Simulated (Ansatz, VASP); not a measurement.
**Sb in VASP and in Ansatz**

INCAR

```
SYSTEM = Sb
PREC = Accurate
ENCUT = 520
EDIFF = 1E-7
ISMEAR = 0
SIGMA = 0.1
LREAL = .False.
LASPH = .True.
NELM = 80
ALGO = Normal
ISIF = 2
LWAVE = .False.
LCHARG = .False.
GGA = PE
NBANDS = 18
```

Contents of KPOINTS:

```
regular mesh
0
Gamma
  6 6 2
  0 0 0
```

File POSCAR:

```
Sb
1.0
    3.2776889962     -2.1663016867      0.0000000000
    3.2776889962      2.1663016867      0.0000000000
    0.0000000000      0.0000000000      8.8368844612
Sb
4
Direct
    0.8500000000      0.1500000000      0.1170000000
    0.6500000000      0.3500000000      0.6170000000
    0.1500000000      0.8500000000      0.8830000000
    0.3500000000      0.6500000000      0.3830000000
```

Input for Ansatz:

```yaml
crystal:
  lattice:
    - [3.2776889962, -2.1663016867, 0.0]
    - [3.2776889962, 2.1663016867, 0.0]
    - [0.0, 0.0, 8.8368844612]
  atoms:
    - { symbol: Sb, position: [0.85, 0.15, 0.117] }
    - { symbol: Sb, position: [0.65, 0.35, 0.617] }
    - { symbol: Sb, position: [0.15, 0.85, 0.883] }
    - { symbol: Sb, position: [0.35, 0.65, 0.383] }
basis:
  ecutwfc: 420
kpoints:
  mp_grid: { grid: [6, 6, 2] }
hamiltonian:
  xc: pbe
scf:
  occupations: { method: gaussian, width: 0.1 }
  lower_state_search: "off"
output:
  forces: true
  stress: true
  eigenvalues: true
```

Alike in both runs: task single point; functional PBE; k mesh 6 × 6 × 2; occupations gaussian, width 0.1 eV; no spin polarisation.

|  | VASP | Ansatz |
| --- | --- | --- |
| version | VASP 6.6.1 | Ansatz 0.2.0 |
| potentials or method | VASP PAW PBE potentials, release 64 (Sb), cutoff 520 eV | scalar-relativistic, plane waves, PAW |
| valence electrons in the cell | 20 | 60 |

Ansatz gave:

| Item | Value |
| --- | --- |
| gap on the k mesh at the Fermi level (eV) | none |
| pressure (GPa) | 7.5 |
| traceless stress, the component that is largest in VASP (GPa) | 10.95 |
| rms of the force components (eV/Å) | 2.270 |

Task: Which values does VASP return?

Result: gap on the k mesh at the Fermi level (eV): none; pressure (GPa): 7.6; traceless stress, the component that is largest in VASP (GPa): 11.21; rms of the force components (eV/Å): 2.341.

Atom by atom the forces differ by 0.072 eV/Å (rms over components). A gap of «none» marks a metal or a gap that the smearing closes. The functional is the same, so the differences come from potentials, cutoffs and numerics. VASP's potentials hold 20 valence electrons a cell and Ansatz's 60, so a difference there can come from the potentials and not from the codes.

Spin-orbit coupling is off throughout.
